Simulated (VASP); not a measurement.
# KBr (Pm-3m) in VASP: a series of runs, part 2 of 2

VASP 6.6.1. Earlier steps stand in the parts before.

## (4) Single point, PBE

This run uses another cell than the first one, of 32.95 Å³/atom, 1.048 times its volume.

The input, INCAR:

```
SYSTEM = KBr
PREC = Accurate
ENCUT = 520
EDIFF = 1E-6
ISMEAR = 0
SIGMA = 0.01
LREAL = .False.
LASPH = .True.
NELM = 60
ALGO = Normal
ISIF = 2
LWAVE = .False.
LCHARG = .True.
GGA = PE
LELF = .True.
LVHAR = .True.
NBANDS = 15
```

The input, KPOINTS:

```
regular mesh
0
Gamma
  6 6 6
  0 0 0
```

The input, POSCAR:

```
KBr
1.0
    4.0391634790      0.0000000000      0.0000000000
    0.0000000000      4.0391634790      0.0000000000
    0.0000000000      0.0000000000      4.0391634790
K Br
1 1
Direct
    0.0000000000      0.0000000000      0.0000000000
    0.5000000000      0.5000000000      0.5000000000
```

Potentials or basis: VASP PAW PBE potentials, release 64 (K_sv, Br).

Command:

```sh
$ cat potpaw_PBE.64/K_sv/POTCAR potpaw_PBE.64/Br/POTCAR > POTCAR
$ mpirun -np 1 vasp_std > vasp.out
```

OUTCAR:

```text
SYSTEM = KBr
   PREC = Accurate
   ENCUT = 520
   EDIFF = 1E-6
   ISMEAR = 0
   LREAL = .False.
   LASPH = .True.
   NELM = 60
   ISIF = 2
   GGA = PE

 ion  position               nearest neighbor table
   1  0.000  0.000  0.000-
   2  0.500  0.500  0.500-

  LATTYP: Found a simple cubic cell.
 ALAT       =     4.0391634790

  Lattice vectors:

 A1 = (   4.0391634790,   0.0000000000,   0.0000000000)
 A2 = (   0.0000000000,   4.0391634790,   0.0000000000)
 A3 = (   0.0000000000,   0.0000000000,   4.0391634790)

Analysis of symmetry for initial positions (statically):
=====================================================================
 Subroutine PRICEL returns:
 Original cell was already a primitive cell.

 Routine SETGRP: Setting up the symmetry group for a
 simple cubic supercell.

 Subroutine GETGRP returns: Found 48 space group operations
 (whereof 48 operations were pure point group operations)
 out of a pool of 48 trial point group operations.

The static configuration has the point symmetry O_h .

Analysis of symmetry for dynamics (positions and initial velocities):
=====================================================================
 Subroutine PRICEL returns:
 Original cell was already a primitive cell.

 Routine SETGRP: Setting up the symmetry group for a
 simple cubic supercell.

 Subroutine GETGRP returns: Found 48 space group operations
 (whereof 48 operations were pure point group operations)
 out of a pool of 48 trial point group operations.

The dynamic configuration has the point symmetry O_h .

 Subroutine INISYM returns: Found 48 space group operations
 (whereof 48 operations are pure point group operations),
 and found     1 'primitive' translations

----------------------------------------------------------------------------------------

                                     Primitive cell

  volume of cell :      65.8983

  direct lattice vectors                    reciprocal lattice vectors
     4.039163479  0.000000000  0.000000000     0.247576015  0.000000000  0.000000000
     0.000000000  4.039163479  0.000000000     0.000000000  0.247576015  0.000000000
     0.000000000  0.000000000  4.039163479     0.000000000  0.000000000  0.247576015

  length of vectors
     4.039163479  4.039163479  4.039163479     0.247576015  0.247576015  0.247576015

  position of ions in fractional coordinates (direct lattice)
     0.000000000  0.000000000  0.000000000
     0.500000000  0.500000000  0.500000000

  ion indices of the primitive-cell ions
   primitive index   ion index
                 1           1
                 2           2

----------------------------------------------------------------------------------------

 KPOINTS: regular mesh

Automatic generation of k-mesh.
 Grid dimensions read from file:
 generate k-points for:    6    6    6

 Generating k-lattice:

  Cartesian coordinates                     Fractional coordinates (reciprocal lattice)
     0.041262669  0.000000000  0.000000000     0.166666667  0.000000000  0.000000000
     0.000000000  0.041262669  0.000000000     0.000000000  0.166666667  0.000000000
     0.000000000  0.000000000  0.041262669     0.000000000  0.000000000  0.166666667

  Length of vectors
     0.041262669  0.041262669  0.041262669

  Shift w.r.t. Gamma in fractional coordinates (k-lattice)
     0.000000000  0.000000000  0.000000000

 Subroutine IBZKPT returns following result:
 ===========================================

 Found     20 irreducible k-points:

 Following reciprocal coordinates:
            Coordinates               Weight
  0.000000  0.000000  0.000000      1.000000
  0.166667  0.000000  0.000000      6.000000
  0.333333  0.000000  0.000000      6.000000
  0.500000  0.000000  0.000000      3.000000
  0.166667  0.166667  0.000000     12.000000
  0.333333  0.166667  0.000000     24.000000
[... 12 lines left out ...]
  0.500000  0.500000  0.333333      6.000000
  0.500000  0.500000  0.500000      1.000000
   k-points           NKPTS =     20   k-points in BZ     NKDIM =     20   number of bands    NBANDS=     15
   number of dos      NEDOS =    301   number of ions     NIONS =      2
   total plane-waves  NPLWV =  27000
   dimension x,y,z NGX =    30 NGY =   30 NGZ =   30
   dimension x,y,z NGXF=    60 NGYF=   60 NGZF=   60
   ions per type =               1   1
   NGX,Y,Z   is equivalent  to a cutoff of  12.35, 12.35, 12.35 a.u.
   NGXF,Y,Z  is equivalent  to a cutoff of  24.70, 24.70, 24.70 a.u.
 SYSTEM =  KBr
   PREC   = accura    normal or accurate (medium, high low for compatibility)
   ISTART =      0    job   : 0-new  1-cont  2-samecut
   ICHARG =      2    charge: 1-file 2-atom 10-const
   ISPIN  =      1    spin polarized calculation?
   LNONCOLLINEAR =      F non collinear calculations
   LSORBIT =      F    spin-orbit coupling
   LASPH  =      T    aspherical Exc in radial PAW
   ENCUT  =  520.0 eV  38.22 Ry    6.18 a.u.   7.51  7.51  7.51*2*pi/ulx,y,z
   NELM   =     60;   NELMIN=  2; NELMDL= -5     # of ELM steps
   EDIFF  = 0.1E-05   stopping-criterion for ELM
   LREAL  =      F    real-space projection
   EDIFFG = 0.1E-04   stopping-criterion for IOM
   NSW    =      0    number of steps for IOM
   IBRION =     -1    ionic relax: 0-MD 1-quasi-New 2-CG
   NFREE  =      0    steps in history (QN), initial steepest desc. (CG)
   ISIF   =      2    stress and relaxation
   ISYM   =      2    0-nonsym 1-usesym 2-fastsym
   POTIM  = 0.5000    time-step for ionic-motion
   TEBEG  =    0.0;   TEEND  =   0.0 temperature during run
   PSTRESS=    0.0 pullay stress
   NELECT =      16.0000    total number of electrons
   NUPDOWN=      -1.0000    fix difference up-down
   EMIN   =  10.00;   EMAX   =-10.00  energy-range for DOS
   EFERMI =   0.00;   METHOD = LEGACY
   ISMEAR =     0;   SIGMA  =   0.01  broadening in eV -4-tet -1-fermi 0-gaus
   EFERMI_NEDOS =   21; number of points for ismear=-14 and -15
   IALGO  =     38    algorithm
   IMIX   =      4    mixing-type and parameters
     AMIX     =   0.40;   BMIX     =  1.00
     AMIX_MAG =   1.60;   BMIX_MAG =  1.00
  volume/ion in A,a.u.               =      32.95       222.35
  Fermi-wavevector in a.u.,A,eV,Ry     =   1.021308  1.929992 14.191829  1.043070
  Thomas-Fermi vector in A             =   2.154925
   LORBIT       =      0    0 simple, 1 ext, 2 COOP (PROOUT), +10 PAW based schemes
   GGA     = PE    functional components
   LHFCALC =     F    Hartree Fock is set to
   AEXX    =    0.0000 exact exchange contribution
   IVDW    =     0    specifies the selected vdW correction
   LEPSILON=     F    determine dielectric tensor
   LRPA    =     F    only Hartree local field effects (RPA)
 non-spin polarized calculation
 Gauss-broadening in eV      SIGMA  =   0.01
  energy-cutoff  :      520.00
  volume of cell :       65.90
 maximum number of plane-waves:      1800
   NGX = 15   NGY = 15   NGZ = 15

 number of electron      15.9999999 magnetization

 Free energy of the ion-electron system (eV)
  ---------------------------------------------------
  ext. energy  EPLUGINS =         0.00000000
  ---------------------------------------------------
  free energy    TOTEN  =        -6.07827876 eV

  energy without entropy =       -6.07827876  energy(sigma->0) =       -6.07827876

 E-fermi :  -0.6165     XC(G=0):  -7.8381

 val. band max:       -0.7464035986   @ k =   0.5000   0.5000   0.0000
 cond. band min:       3.1269720623   @ k =   0.0000   0.0000   0.0000
 fundamental gap:      3.8733756610
 Fermi energy:        -0.6164960389

 k-point     1 :       0.0000    0.0000    0.0000
  band No.  band energies     occupation
      1     -29.4113      2.00000
      2     -13.5280      2.00000
      3     -12.8355      2.00000
      4     -12.8355      2.00000
      5     -12.8355      2.00000
      6      -1.0076      2.00000
      7      -1.0076      2.00000
      8      -1.0076      2.00000
      9       3.1270      0.00000
     10       5.1051      0.00000
     11       5.1051      0.00000
     12       8.9153      0.00000
     13       8.9153      0.00000
     14       8.9153      0.00000
[... 329 lines left out ...]
      2     -13.1598      2.00000
      3     -12.9451      2.00000
      4     -12.9451      2.00000
      5     -12.9451      2.00000
      6      -2.1695      2.00000
      7      -2.1695      2.00000
      8      -2.1695      2.00000
      9       6.6645      0.00000
     10       6.6645      0.00000
     11       6.6645      0.00000
     12       8.6512      0.00000
     13       8.6512      0.00000
     14       8.6512      0.00000
     15      10.3959      0.00000

------------------------ aborting loop because EDIFF is reached ----------------------------------------

  FORCE on cell =-STRESS in cart. coord.  units (eV):
  Direction    XX          YY          ZZ          XY          YZ          ZX
  --------------------------------------------------------------------------------------
  -------------------------------------------------------------------------------------
  Total        0.0169106      0.0169106      0.0169106      0.0000000      0.0000000     -0.0000000
  in kB        0.4111449      0.4111449      0.4111449      0.0000000      0.0000000     -0.0000000
  external PRESSURE =       0.4111449 kB  Pullay stress =       0.0000000 kB

 VOLUME and BASIS-vectors are now :
 -----------------------------------------------------------------------------
  energy-cutoff  :      520.00
  volume of cell :       65.90
      direct lattice vectors                 reciprocal lattice vectors
     4.039163479  0.000000000  0.000000000     0.247576015  0.000000000  0.000000000
     0.000000000  4.039163479  0.000000000     0.000000000  0.247576015  0.000000000
     0.000000000  0.000000000  4.039163479     0.000000000  0.000000000  0.247576015

 POSITION                                       TOTAL-FORCE (eV/Angst)
 -----------------------------------------------------------------------------------
      0.00000      0.00000      0.00000         0.000000      0.000000      0.000000
      2.01958      2.01958      2.01958         0.000000      0.000000      0.000000
 -----------------------------------------------------------------------------------
    total drift:                                0.000000      0.000000     -0.000000

  FREE ENERGIE OF THE ION-ELECTRON SYSTEM (eV)
  ---------------------------------------------------
  free  energy   TOTEN  =        -6.0782787603 eV

  energy  without entropy=       -6.0782787603  energy(sigma->0) =       -6.07827876
```

It took 22 s on 1 thread of AMD EPYC 7R43 (Zen 3), shared host; peak memory 0.13 GiB.

Results:

- Free energy: -6.0783 eV
- Pressure: 0.0 GPa
- Band gap on the k mesh: 3.87 eV, indirect (least direct gap 4.13 eV)

Levels at points of the mesh, in eV from the valence-band top:
| k point | band 5 | band 6 | band 7 | band 8 | band 9 | band 10 | band 11 | band 12 |
| --- | --- | --- | --- | --- | --- | --- | --- | --- |
| (0.00, 0.00, 0.00) | -12.09 | -0.26 | -0.26 | -0.26 | 3.87 | 5.85 | 5.85 | 9.66 |
| (0.50, 0.00, 0.00) | -11.88 | -1.95 | -0.23 | -0.23 | 6.49 | 7.18 | 7.67 | 8.91 |
| (0.50, 0.50, 0.00) | -12.05 | -1.39 | -1.39 | 0.00 | 5.23 | 6.50 | 8.05 | 8.05 |
| (0.50, 0.50, 0.50) | -12.20 | -1.42 | -1.42 | -1.42 | 7.41 | 7.41 | 7.41 | 9.40 |

A k mesh can miss the band edges.

## (5) Single point, PBE (volume changed by -3%)

The input, INCAR:

```
ALGO = Normal
EDIFF = 1E-7
ENCUT = 520
GGA = PE
ISIF = 2
ISMEAR = 0
LASPH = T
LCHARG = F
LREAL = F
LWAVE = F
NBANDS = 15
NELM = 100
PREC = Accurate
SIGMA = 0.01
```

The input, KPOINTS:

```
k-points
0
Gamma
  6 6 6
```

The input, POSCAR:

```
KBr
1.0
    3.9983610582      0.0000000000      0.0000000000
    0.0000000000      3.9983610582      0.0000000000
    0.0000000000      0.0000000000      3.9983610582
K Br
1 1
Direct
    0.0000000000      0.0000000000      0.0000000000
    0.5000000000      0.5000000000      0.5000000000
```

Command:

```sh
$ cat potpaw_PBE.64/K_sv/POTCAR potpaw_PBE.64/Br/POTCAR > POTCAR
$ mpirun -np 1 vasp_std > vasp.out
```

It took 25 s on 1 thread of AMD EPYC 7R43 (Zen 3), shared host; peak memory 0.14 GiB.

The run converged. Its results:

- Free energy: -6.0746 eV
- Pressure: 0.5 GPa
- Band gap on the k mesh: 3.97 eV, indirect (least direct gap 4.24 eV)

Levels at points of the mesh, in eV from the valence-band top:
| k point | band 6 | band 7 | band 8 | band 9 | band 10 | band 11 |
| --- | --- | --- | --- | --- | --- | --- |
| (0.00, 0.00, 0.00) | -0.27 | -0.27 | -0.27 | 3.97 | 5.81 | 5.81 |
| (0.50, 0.00, 0.00) | -2.04 | -0.25 | -0.25 | 6.61 | 7.18 | 7.84 |
| (0.50, 0.50, 0.00) | -1.45 | -1.45 | 0.00 | 5.23 | 6.53 | 8.07 |
| (0.50, 0.50, 0.50) | -1.50 | -1.50 | -1.50 | 7.48 | 7.48 | 7.48 |

Caveat: the cell differs from its parent crystal (volume changed by -3%).

## (6) Summary

```csv
cell,gap on the mesh (eV),pressure (GPa)
"a = 3.976 Å, 2 atoms",4.02,0.9
"a = 3.957 Å, 2 atoms",4.07,1.2
"a = 4.039 Å, 2 atoms",3.87,0.0
"a = 3.998 Å, 2 atoms",3.97,0.5
```

Alike in all rows: task single point; level PBE; potentials or basis VASP PAW PBE potentials, release 64 (K_sv, Br); no spin polarisation; k mesh 6 × 6 × 6; cutoff (eV) 520; smearing gaussian 0.01 eV.

Absolute energies hang on the potentials; compare differences alone.
